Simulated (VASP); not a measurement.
# H3CCl in VASP: a series of runs, part 2 of 2

VASP 6.6.1. Earlier steps stand in the parts before.

### Step 3. Single point, PBE

File INCAR:

```
ALGO = Normal
EDIFF = 1E-6
ENCUT = 520
GGA = PE
GGA_COMPAT = False
ISIF = 2
ISMEAR = -1
LASPH = True
LCHARG = True
LELF = True
LREAL = Auto
LVHAR = True
LWAVE = False
NBANDS = 82
NELM = 120
PREC = Accurate
SIGMA = 0.05
```

File KPOINTS:

```
k-points
0
Gamma
  1 1 1
```

File POSCAR:

```
H3CCl
1.0
    9.0287150000      0.0000000000      0.0000000000
    0.0000000000      9.0287150000      0.0000000000
    0.0000000000      0.0000000000      9.0287150000
C Cl H
8 8 24
Direct
    0.3555433968      0.4784180252      0.3727329969
    1.0780493127      0.6639483027      0.6277305242
    0.0346560945      0.2599816253      0.6847596806
    0.6950823013      0.4581161328      0.8108241317
    0.3347652462      0.9266767198      1.0173319238
    0.8715968994      0.2863087383      0.2788768944
    0.6306434526      1.0067877876      0.4771664628
    0.8677757577      0.8355784849      0.0137339588
    0.5513962950      0.4585813153      0.3506922081
    0.9506446931      0.6491953728      0.4696238612
    0.1860840662      0.1431322176      0.6178730860
    0.5570449394      0.5105156160      0.9367778250
    0.2640242825      0.8313807668      1.1715066873
    1.0057577407      0.3639388329      0.1574531924
    0.6425942119      0.8849321304      0.6397477382
    0.8741554031      1.0329376883     -0.0062688877
    0.3224046833      0.4468409956      0.2620084918
    0.3263255070      0.4130820388      0.4630005488
    0.3259710823      0.5924431107      0.3857691820
    1.0700415286      0.7702314227      0.6755778646
    1.0168335140      0.5983464978      0.7109206570
    1.1924620502      0.6210961361      0.6002736824
    0.0844306194      0.3332035622      0.7722250619
    0.0044081578      0.3188604358      0.5875586947
   -0.0471495667      0.1898830564      0.7317984896
    0.7542269304      0.3537823489      0.8466210308
    0.6566936712      0.4402176832      0.6957025446
    0.7735541547      0.5497792321      0.8176357322
    0.4371939972      0.9830634813      1.0545022188
    0.3579136123      0.8566667571      0.9243508074
    0.2496922320      1.0108415206      0.9836061942
    0.9383616605      0.2308191143      0.3658106386
    0.7933354857      0.3716143438      0.3278871910
    0.7988733723      0.2106944344      0.2192117040
    0.5450166497      0.9590844323      0.4137133579
    0.6123241236      1.1188635371      0.5049888052
    0.7440593706      0.9997768232      0.4219315816
    0.7545038247      0.8160297451     -0.0252749145
    0.9536019245      0.7854938383     -0.0537064244
    0.8708880500      0.8056628213      0.1237828417
```

Potentials or basis: VASP PAW PBE potentials, release 64 (C, Cl, H).

Launch:

```bash
$ cat potpaw_PBE.64/C/POTCAR potpaw_PBE.64/Cl/POTCAR potpaw_PBE.64/H/POTCAR > POTCAR
$ mpirun -np 1 vasp_gam > vasp.out
```

OUTCAR:

```text
EDIFF = 1E-6
   ENCUT = 520
   GGA = PE
   ISIF = 2
   ISMEAR = -1
   LASPH = True
   LREAL = Auto
   NELM = 120
   PREC = Accurate

 ion  position               nearest neighbor table
   1  0.356  0.478  0.373-  18 1.04  19 1.07  17 1.08   9 1.79
   2  0.078  0.664  0.628-  20 1.05  21 1.10  22 1.13  10 1.84
   3  0.035  0.260  0.685-  25 1.06  24 1.06  23 1.12  11 1.83
   4  0.695  0.458  0.811-  28 1.09  27 1.11  26 1.13  12 1.75
   5  0.335  0.927  0.017-  30 1.07  29 1.11  31 1.12  13 1.76
   6  0.872  0.286  0.279-  34 1.09  32 1.11  33 1.14  14 1.78
   7  0.631  0.007  0.477-  35 1.05  36 1.06  37 1.14  15 1.84
   8  0.868  0.836  0.014-  40 1.03  39 1.08  38 1.10  16 1.79
   9  0.551  0.459  0.351-   1 1.79
  10  0.951  0.649  0.470-   2 1.84
  11  0.186  0.143  0.618-   3 1.83
  12  0.557  0.511  0.937-   4 1.75
  13  0.264  0.831  0.172-   5 1.76
  14  0.006  0.364  0.157-   6 1.78
[... 24 lines left out ...]
  39  0.954  0.785  0.946-   8 1.08
  40  0.871  0.806  0.124-   8 1.03

  LATTYP: Found a simple cubic cell.
 ALAT       =     9.0287150000

  Lattice vectors:

 A1 = (   9.0287150000,   0.0000000000,   0.0000000000)
 A2 = (   0.0000000000,   9.0287150000,   0.0000000000)
 A3 = (   0.0000000000,   0.0000000000,   9.0287150000)

Analysis of symmetry for initial positions (statically):
=====================================================================
 Subroutine PRICEL returns:
 Original cell was already a primitive cell.

 Routine SETGRP: Setting up the symmetry group for a
 simple cubic supercell.

 Subroutine GETGRP returns: Found  1 space group operations
 (whereof  1 operations were pure point group operations)
 out of a pool of 48 trial point group operations.

The static configuration has the point symmetry C_1 .

Analysis of symmetry for dynamics (positions and initial velocities):
=====================================================================
[... 180 lines left out ...]
   IMIX   =      4    mixing-type and parameters
     AMIX     =   0.40;   BMIX     =  1.00
     AMIX_MAG =   1.60;   BMIX_MAG =  1.00
  volume/ion in A,a.u.               =      18.40       124.17
  Fermi-wavevector in a.u.,A,eV,Ry     =   0.874020  1.651659 10.393649  0.763912
  Thomas-Fermi vector in A             =   1.993493
   LORBIT       =      0    0 simple, 1 ext, 2 COOP (PROOUT), +10 PAW based schemes
   GGA     = PE    functional components
[... 5 lines left out ...]
 non-spin polarized calculation
  energy-cutoff  :      520.00
  volume of cell :      736.00
 maximum number of plane-waves:      9919
 NGX is ok and might be reduce to    70
   NGX = 33   NGY = 33   NGZ = 33

 number of electron     112.0000001 magnetization

 Free energy of the ion-electron system (eV)
  ---------------------------------------------------
  ext. energy  EPLUGINS =         0.00000000
  ---------------------------------------------------
  free energy    TOTEN  =      -178.70001658 eV

  energy without entropy =     -178.70001658  energy(sigma->0) =     -178.70001658

 E-fermi :  -2.3001     XC(G=0):  -5.8752

 val. band max:       -3.5678467928   @ k =   0.0000   0.0000   0.0000
 cond. band min:       1.7761032501   @ k =   0.0000   0.0000   0.0000
 fundamental gap:      5.3439500429
 Fermi energy:        -2.3000792117

 k-point     1 :       0.0000    0.0000    0.0000
  band No.  band energies     occupation
      1     -18.2521      2.00000
      2     -18.1894      2.00000
      3     -18.1501      2.00000
      4     -18.1275      2.00000
      5     -18.0232      2.00000
      6     -18.0045      2.00000
[... 60 lines left out ...]
     67       3.5066      0.00000
     68       3.8668      0.00000
 [bands above 68 left out]

------------------------ aborting loop because EDIFF is reached ----------------------------------------

  FORCE on cell =-STRESS in cart. coord.  units (eV):
  Direction    XX          YY          ZZ          XY          YZ          ZX
  --------------------------------------------------------------------------------------
  -------------------------------------------------------------------------------------
  Total       -1.9547937      5.4163826      3.4906603      3.4075348     -0.2433270     -0.4970297
  in kB       -4.2553343     11.7907677      7.5987182      7.4177646     -0.5296916     -1.0819697
  external PRESSURE =       5.0447172 kB  Pullay stress =       0.0000000 kB

 VOLUME and BASIS-vectors are now :
 -----------------------------------------------------------------------------
  energy-cutoff  :      520.00
  volume of cell :      736.00
      direct lattice vectors                 reciprocal lattice vectors
     9.028715000  0.000000000  0.000000000     0.110757732  0.000000000  0.000000000
     0.000000000  9.028715000  0.000000000     0.000000000  0.110757732  0.000000000
     0.000000000  0.000000000  9.028715000     0.000000000  0.000000000  0.110757732

 POSITION                                       TOTAL-FORCE (eV/Angst)
 -----------------------------------------------------------------------------------
      3.21010      4.31950      3.36530         1.186737      0.682906     -1.930530
      0.70469      5.99460      5.66760        -0.762120     -1.899128     -0.365651
      0.31290      2.34730      6.18250         2.323138      0.224930      0.749360
      6.27570      4.13620      7.32070         1.186921     -0.845770     -0.208961
      3.02250      8.36670      0.15649        -0.190509      1.842798      0.175418
      7.86940      2.58500      2.51790        -0.474340      0.524149      0.956859
[... 32 lines left out ...]
      8.60980      7.09200      8.54382         0.109035     -0.147121     -0.079507
      7.86300      7.27410      1.11760         0.503597     -0.500883      2.410152
 -----------------------------------------------------------------------------------
    total drift:                                0.004823     -0.012677      0.005235

  FREE ENERGIE OF THE ION-ELECTRON SYSTEM (eV)
  ---------------------------------------------------
  free  energy   TOTEN  =      -178.7000165811 eV

  energy  without entropy=     -178.7000165811  energy(sigma->0) =     -178.70001658
```

stdout:

```text
POSCAR found type information on POSCAR C ClH
 POSCAR found :  3 types and      40 ions
 scaLAPACK will be used
 LDA part: xc-table for (Slater+PW92), standard interpolation
 POSCAR, INCAR and KPOINTS ok, starting setup
 FFT: planning ... GRIDC
 FFT: planning ... GRID_SOFT
 FFT: planning ... GRID
 WAVECAR not read
 entering main loop
```

Wall time 2.2 min (1 thread of AMD EPYC 7R43 (Zen 3), shared host); peak memory 0.64 GiB.

Results:

```yaml
Free_energy: -178.7000 eV
Pressure: 0.5 GPa
Largest_force: 3.070 eV/Å
Band_gap_on_the_k_mesh: 5.34 eV
```

Forces in eV/Å, atoms in the order of the input:
```
C    1.187  0.683 -1.931
C   -0.762 -1.899 -0.366
C    2.323  0.225  0.749
C    1.187 -0.846 -0.209
C   -0.191  1.843  0.175
C   -0.474  0.524  0.957
C    2.682 -1.461  0.312
C   -1.318  1.043 -2.239
Cl   0.445  0.298  0.418
Cl   0.834  0.259  0.393
Cl  -0.279  0.039  0.274
Cl  -0.677 -0.182  0.197
Cl  -0.246 -0.505  0.322
Cl  -0.204  0.225 -0.217
Cl  -0.110  0.707 -0.356
Cl   0.486  0.142  0.144
H   -0.964 -0.515  0.083
H   -0.882 -1.307  1.213
H    0.037  0.864  0.288
H    0.430  1.702 -0.121
H    0.702 -0.449 -0.129
H   -1.157  0.522  0.272
H   -0.460 -0.422 -0.647
H   -0.699  0.730 -0.589
H   -0.854 -0.630  0.266
H   -0.635  0.777 -0.009
H   -0.231  0.319  0.394
H    0.275 -0.042 -0.417
H   -0.321 -0.104 -0.305
H    0.147 -0.734 -0.429
H    0.630 -0.452  0.203
H   -0.562  0.033 -0.254
H    1.233 -0.469 -0.401
H    0.271 -0.309 -0.174
H   -0.925 -0.334 -0.999
H   -0.472  1.177  0.694
H   -1.268 -0.108  0.371
H    0.211 -0.696 -0.267
H    0.109 -0.147 -0.080
H    0.504 -0.501  2.410
```

Stress tensor (GPa, compression positive):
```
-0.43  0.74 -0.11
 0.74  1.18 -0.05
-0.11 -0.05  0.76
```

Caveat: the k points lie up to 0.70 Å⁻¹ apart; the atoms stand as in a frame of molecular dynamics.
